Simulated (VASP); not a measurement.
# SiNi (F-43m) in VASP: single point with PBE

Aim: the single point of SiNi with PBE.

Everything below comes from runs of VASP 6.6.1. Logs are shortened: lines on timing, memory, paths and dates and some standing lists are left out, and cuts for length are marked.

### 1 The cell of the first run

It takes space group F-43m (No. 216, cubic). The conventional cell has a = 5.149 Å, b = 5.149 Å, c = 5.149 Å, α = 90.00°, β = 90.00°, γ = 90.00°. Within 2.9 Å of Ni (site symmetry -43m) lie 4 Si at 2.23 Å. Si (site symmetry -43m) has 4 Ni at 2.23 Å within 2.9 Å.

### 2 Single point, PBE, collinear spin, antiferromagnetic start

INCAR

```
ALGO = Normal
EDIFF = 1E-7
ENCUT = 520
GGA = PE
ISIF = 2
ISMEAR = 0
ISPIN = 2
LASPH = True
LCHARG = False
LMAXMIX = 4
LORBIT = 11
LREAL = False
LWAVE = False
MAGMOM = 1 -1 0 0
NBANDS = 26
NELM = 150
PREC = Accurate
SIGMA = 0.1
```

KPOINTS

```
k-points
0
Gamma
  14 14 7
```

POSCAR

```
SiNi
1.0
    0.0000000000      2.5746187319      2.5746187319
    2.5746187319      0.0000000000      2.5746187319
    5.1492374638      5.1492374638      0.0000000000
Ni Si
2 2
Direct
    1.0000000000      1.0000000000      0.0000000000
    1.0000000000      1.0000000000      0.5000000000
    0.2500000000      0.2500000000      0.1250000000
    0.2500000000      0.2500000000      0.6250000000
```

Potentials or basis: VASP PAW PBE potentials, release 64 (Ni, Si).

Command:

```sh
cat potpaw_PBE.64/Ni/POTCAR potpaw_PBE.64/Si/POTCAR > POTCAR
mpirun -np 1 vasp_std > vasp.out
```

OUTCAR:

```text
EDIFF = 1E-7
   ENCUT = 520
   GGA = PE
   ISIF = 2
   ISMEAR = 0
   ISPIN = 2
   LASPH = True
   LORBIT = 11
   LREAL = False
   NELM = 150
   PREC = Accurate

 ion  position               nearest neighbor table
   1  0.000  0.000  0.000-   3 2.23   4 2.23   3 2.23   3 2.23
   2  0.000  0.000  0.500-   3 2.23   4 2.23   4 2.23   4 2.23
   3  0.250  0.250  0.125-   1 2.23   1 2.23   1 2.23   2 2.23
   4  0.250  0.250  0.625-   2 2.23   2 2.23   1 2.23   2 2.23

  LATTYP: Found a trigonal (rhomboedric) cell.
 ALAT       =     6.3065021754
 COS(alpha) =     0.8333333333

  Lattice vectors:

 A1 = (   5.1492374638,   2.5746187319,  -2.5746187319)
 A2 = (   2.5746187319,   2.5746187319,  -5.1492374638)
 A3 = (   2.5746187319,   5.1492374638,  -2.5746187319)

Analysis of symmetry for initial positions (statically):
=====================================================================
 Subroutine PRICEL returns following result:

  LATTYP: Found a face centered cubic cell.
 ALAT       =     5.1492374638

  Lattice vectors:

 A1 = (   0.0000000000,   2.5746187319,   2.5746187319)
 A2 = (   2.5746187319,   0.0000000000,   2.5746187319)
 A3 = (   2.5746187319,   2.5746187319,   0.0000000000)

   2 primitive cells build up your supercell.

 Routine SETGRP: Setting up the symmetry group for a
 trigonal (rhombohedral) supercell.

 Subroutine GETGRP returns: Found  6 space group operations
 (whereof  6 operations were pure point group operations)
 out of a pool of 12 trial point group operations.

The static configuration has the point symmetry C_3v.

Analysis of symmetry for dynamics (positions and initial velocities):
=====================================================================
 Subroutine PRICEL returns following result:

  LATTYP: Found a face centered cubic cell.
 ALAT       =     5.1492374638

  Lattice vectors:

 A1 = (   0.0000000000,   2.5746187319,   2.5746187319)
 A2 = (   2.5746187319,   0.0000000000,   2.5746187319)
 A3 = (   2.5746187319,   2.5746187319,   0.0000000000)

   2 primitive cells build up your supercell.

 Routine SETGRP: Setting up the symmetry group for a
 trigonal (rhombohedral) supercell.

 Subroutine GETGRP returns: Found  6 space group operations
 (whereof  6 operations were pure point group operations)
 out of a pool of 12 trial point group operations.

The dynamic configuration has the point symmetry C_3v.

Analysis of structural, dynamic, and magnetic symmetry:
=====================================================================
 Subroutine PRICEL returns following result:

  LATTYP: Found a face centered cubic cell.
 ALAT       =     5.1492374638

  Lattice vectors:

 A1 = (   0.0000000000,   2.5746187319,   2.5746187319)
 A2 = (   2.5746187319,   0.0000000000,   2.5746187319)
 A3 = (   2.5746187319,   2.5746187319,   0.0000000000)

   2 primitive cells build up your supercell.

 Routine SETGRP: Setting up the symmetry group for a
 trigonal (rhombohedral) supercell.

 Subroutine GETGRP returns: Found  6 space group operations
 (whereof  6 operations were pure point group operations)
 out of a pool of 12 trial point group operations.

The overall configuration has the point symmetry C_3v.

 Subroutine INISYM returns: Found  6 space group operations
 (whereof  6 operations are pure point group operations),
 and found     2 'primitive' translations

----------------------------------------------------------------------------------------

                                     Primitive cell

  volume of cell :      34.1326

  direct lattice vectors                    reciprocal lattice vectors
     0.000000000  2.574618732  2.574618732    -0.194203512  0.194203512  0.194203512
     2.574618732  0.000000000  2.574618732     0.194203512 -0.194203512  0.194203512
     2.574618732  2.574618732  0.000000000     0.194203512  0.194203512 -0.194203512

  length of vectors
     3.641060729  3.641060729  3.641060729     0.336370350  0.336370350  0.336370350

  position of ions in fractional coordinates (direct lattice)
     0.000000000  0.000000000  0.000000000
     0.250000000  0.250000000  0.250000000

  ion indices of the primitive-cell ions
   primitive index   ion index
                 1           1
                 2           3

----------------------------------------------------------------------------------------

 KPOINTS: k-points

Automatic generation of k-mesh.
 Grid dimensions read from file:
 generate k-points for:   14   14    7

 Generating k-lattice:

  Cartesian coordinates                     Fractional coordinates (reciprocal lattice)
    -0.013871679  0.013871679  0.013871679     0.071428571  0.000000000  0.000000000
     0.013871679 -0.013871679  0.013871679     0.000000000  0.071428571  0.000000000
     0.013871679  0.013871679 -0.013871679     0.000000000  0.000000000  0.142857143

  Length of vectors
     0.024026454  0.024026454  0.024026454

  Shift w.r.t. Gamma in fractional coordinates (k-lattice)
     0.000000000  0.000000000  0.000000000

 -----------------------------------------------------------------------------
|                                                                             |
|           W    W    AA    RRRRR   N    N  II  N    N   GGGG   !!!           |
|           W    W   A  A   R    R  NN   N  II  NN   N  G    G  !!!           |
|           W    W  A    A  R    R  N N  N  II  N N  N  G       !!!           |
|           W WW W  AAAAAA  RRRRR   N  N N  II  N  N N  G  GGG   !            |
|           WW  WW  A    A  R   R   N   NN  II  N   NN  G    G                |
|           W    W  A    A  R    R  N    N  II  N    N   GGGG   !!!           |
|                                                                             |
|     Your reciprocal lattice and k-lattice belong to different lattice       |
|     classes:                                                                |
|                                                                             |
|        The reciprocal lattice is rhombohedral (trigonal),                   |
|        whereas your k-lattice is body-centered cubic.                       |
|                                                                             |
|     Results are often still useful ...                                      |
|                                                                             |
 -----------------------------------------------------------------------------

 Subroutine IBZKPT returns following result:
 ===========================================

 Found    144 irreducible k-points:

 Following reciprocal coordinates:
            Coordinates               Weight
  0.000000  0.000000  0.000000      1.000000
  0.071429  0.000000  0.000000      6.000000
  0.142857  0.000000  0.000000      6.000000
  0.214286  0.000000  0.000000      6.000000
  0.285714  0.000000  0.000000      6.000000
  0.357143  0.000000  0.000000      6.000000
[... 16 lines left out ...]
  0.214286  0.142857  0.000000     12.000000
  0.285714  0.142857  0.000000     12.000000
 [... further k-points ...]
   k-points           NKPTS =    144   k-points in BZ     NKDIM =    144   number of bands    NBANDS=     26
   number of dos      NEDOS =    301   number of ions     NIONS =      4
   total plane-waves  NPLWV =  42336
   dimension x,y,z NGX =    28 NGY =   28 NGZ =   54
   dimension x,y,z NGXF=    56 NGYF=   56 NGZF=  108
   ions per type =               2   2
   NGX,Y,Z   is equivalent  to a cutoff of  12.78, 12.78, 12.33 a.u.
   NGXF,Y,Z  is equivalent  to a cutoff of  25.57, 25.57, 24.66 a.u.
 SYSTEM =  unknown system
   PREC   = accura    normal or accurate (medium, high low for compatibility)
   ISTART =      0    job   : 0-new  1-cont  2-samecut
   ICHARG =      2    charge: 1-file 2-atom 10-const
   ISPIN  =      2    spin polarized calculation?
   LNONCOLLINEAR =      F non collinear calculations
   LSORBIT =      F    spin-orbit coupling
   LASPH  =      T    aspherical Exc in radial PAW
   ENCUT  =  520.0 eV  38.22 Ry    6.18 a.u.   6.77  6.77 13.54*2*pi/ulx,y,z
   NELM   =    150;   NELMIN=  2; NELMDL= -5     # of ELM steps
   EDIFF  = 0.1E-06   stopping-criterion for ELM
   LREAL  =      F    real-space projection
   EDIFFG = 0.1E-05   stopping-criterion for IOM
   NSW    =      0    number of steps for IOM
   IBRION =     -1    ionic relax: 0-MD 1-quasi-New 2-CG
   NFREE  =      0    steps in history (QN), initial steepest desc. (CG)
   ISIF   =      2    stress and relaxation
   ISYM   =      2    0-nonsym 1-usesym 2-fastsym
   POTIM  = 0.5000    time-step for ionic-motion
   TEBEG  =    0.0;   TEEND  =   0.0 temperature during run
   PSTRESS=    0.0 pullay stress
   NELECT =      28.0000    total number of electrons
   NUPDOWN=      -1.0000    fix difference up-down
   EMIN   =  10.00;   EMAX   =-10.00  energy-range for DOS
   EFERMI =   0.00;   METHOD = LEGACY
   ISMEAR =     0;   SIGMA  =   0.10  broadening in eV -4-tet -1-fermi 0-gaus
   EFERMI_NEDOS =   21; number of points for ismear=-14 and -15
   IALGO  =     38    algorithm
   IMIX   =      4    mixing-type and parameters
     AMIX     =   0.40;   BMIX     =  1.00
     AMIX_MAG =   1.60;   BMIX_MAG =  1.00
  volume/ion in A,a.u.               =      17.07       115.17
  Fermi-wavevector in a.u.,A,eV,Ry     =   1.216358  2.298582 20.130169  1.479526
  Thomas-Fermi vector in A             =   2.351714
   LORBIT       =     11    0 simple, 1 ext, 2 COOP (PROOUT), +10 PAW based schemes
   GGA     = PE    functional components
   LHFCALC =     F    Hartree Fock is set to
   AEXX    =    0.0000 exact exchange contribution
   IVDW    =     0    specifies the selected vdW correction
   LEPSILON=     F    determine dielectric tensor
   LRPA    =     F    only Hartree local field effects (RPA)
 spin polarized calculation
 Gauss-broadening in eV      SIGMA  =   0.10
  energy-cutoff  :      520.00
  volume of cell :       68.27
 maximum number of plane-waves:      1856
   NGX = 13   NGY = 13   NGZ = 27

 number of electron      28.0000005 magnetization       0.0000000

 number of electron      28.0000005 magnetization      -0.0000000

 Free energy of the ion-electron system (eV)
  ---------------------------------------------------
  ext. energy  EPLUGINS =         0.00000000
  ---------------------------------------------------
  free energy    TOTEN  =       -20.86421448 eV

  energy without entropy =      -20.85418551  energy(sigma->0) =      -20.85919999

 E-fermi :   5.8199     XC(G=0): -10.3481

 val. band max:        5.7967627986   @ k =  -0.1429  -0.2143   0.1429
 cond. band min:       5.8830742944   @ k =   0.5000   0.1429   0.0000
 fundamental gap:      0.0863114959
 Fermi energy:         5.8199332895

 spin component 1

 k-point     1 :       0.0000    0.0000    0.0000
  band No.  band energies     occupation
      1      -4.3604      1.00000
      2      -1.9502      1.00000
      3       1.3575      1.00000
      4       2.7868      1.00000
      5       2.7868      1.00000
      6       2.7868      1.00000
[... 18 lines left out ...]
     25      14.2739      0.00000
     26      16.7464      0.00000
[... 644 lines left out ...]
      4       2.3627      1.00000
      5       2.8094      1.00000
      6       2.9530      1.00000
[... 18 lines left out ...]
     25      15.5780      0.00000
     26      17.6744      0.00000

 [... further k-points ...]

 spin component 2

 k-point     1 :       0.0000    0.0000    0.0000
  band No.  band energies     occupation
      1      -4.3604      1.00000
      2      -1.9502      1.00000
      3       1.3575      1.00000
      4       2.7868      1.00000
      5       2.7868      1.00000
      6       2.7868      1.00000
[... 18 lines left out ...]
     25      14.2739      0.00000
     26      16.7464      0.00000
[... 644 lines left out ...]
      4       2.3627      1.00000
      5       2.8094      1.00000
      6       2.9530      1.00000
[... 18 lines left out ...]
     25      15.5780      0.00000
     26      17.6744      0.00000

 [... further k-points ...]

------------------------ aborting loop because EDIFF is reached ----------------------------------------

  FORCE on cell =-STRESS in cart. coord.  units (eV):
  Direction    XX          YY          ZZ          XY          YZ          ZX
  --------------------------------------------------------------------------------------
  -------------------------------------------------------------------------------------
  Total        0.0151202      0.0151202      0.0151202     -0.0001068      0.0001068      0.0001068
  in kB        0.3548709      0.3548709      0.3548709     -0.0025075      0.0025075      0.0025075
  external PRESSURE =       0.3548709 kB  Pullay stress =       0.0000000 kB

 VOLUME and BASIS-vectors are now :
 -----------------------------------------------------------------------------
  energy-cutoff  :      520.00
  volume of cell :       68.27
      direct lattice vectors                 reciprocal lattice vectors
     0.000000000  2.574618732  2.574618732    -0.194203512  0.194203512  0.194203512
     2.574618732  0.000000000  2.574618732     0.194203512 -0.194203512  0.194203512
     5.149237464  5.149237464  0.000000000     0.097101756  0.097101756 -0.097101756

 POSITION                                       TOTAL-FORCE (eV/Angst)
 -----------------------------------------------------------------------------------
      0.00000      0.00000      0.00000        -0.000010     -0.000010      0.000010
      2.57462      2.57462      0.00000        -0.000010     -0.000010      0.000010
      1.28731      1.28731      1.28731         0.000010      0.000010     -0.000010
      3.86193      3.86193      1.28731         0.000010      0.000010     -0.000010
 -----------------------------------------------------------------------------------
    total drift:                               -0.000049     -0.000049      0.000050

  FREE ENERGIE OF THE ION-ELECTRON SYSTEM (eV)
  ---------------------------------------------------
  free  energy   TOTEN  =       -20.8642144772 eV

  energy  without entropy=      -20.8541855075  energy(sigma->0) =      -20.85919999

 total charge

# of ion       s       p       d       tot
------------------------------------------
    1        0.600   0.422   8.447   9.469
    2        0.600   0.422   8.447   9.469
    3        0.834   0.799   0.000   1.633
    4        0.834   0.799   0.000   1.633
--------------------------------------------------
tot          2.867   2.441  16.895  22.203

 magnetization (x)

# of ion       s       p       d       tot
------------------------------------------
    1       -0.000  -0.000  -0.000  -0.000
    2        0.000   0.000   0.000   0.000
    3       -0.000   0.000   0.000   0.000
    4        0.000  -0.000   0.000  -0.000
--------------------------------------------------
tot          0.000   0.000   0.000   0.000
```

It took 12 min on 1 thread of Intel Xeon 8259CL, shared host; peak memory 0.48 GiB.

What came out:

```
Free energy                                           : -20.8642 eV
Pressure                                              : 0.0 GPa
Band gap on the k mesh                                : zero (filled and empty bands overlap)
Net moment                                            : 0.00 μB per cell
Valence electrons inside the program's atomic spheres : Ni 9.47; Si 1.63
```

Levels at points of the mesh, in eV from the Fermi level:
Spin up:
```
           k point  band 11  band 12  band 13  band 14  band 15  band 16  band 17  band 18
(0.00, 0.00, 0.00)    -1.90    -1.90    -1.64     3.17     3.17     5.33     5.33     5.33
(0.50, 0.00, 0.00)    -1.90    -1.74    -1.64    -1.33     0.39     0.39     3.17     3.17
```
Spin down:
```
           k point  band 12  band 13  band 14  band 15  band 16  band 17
(0.00, 0.00, 0.00)    -1.90    -1.64     3.17     3.17     5.33     5.33
(0.50, 0.00, 0.00)    -1.74    -1.64    -1.33     0.39     0.39     3.17
```

Caveat: the moments typed at the start vanished in this run.

The gap in the log of VASP goes by the Fermi energy; the results here count the filled bands.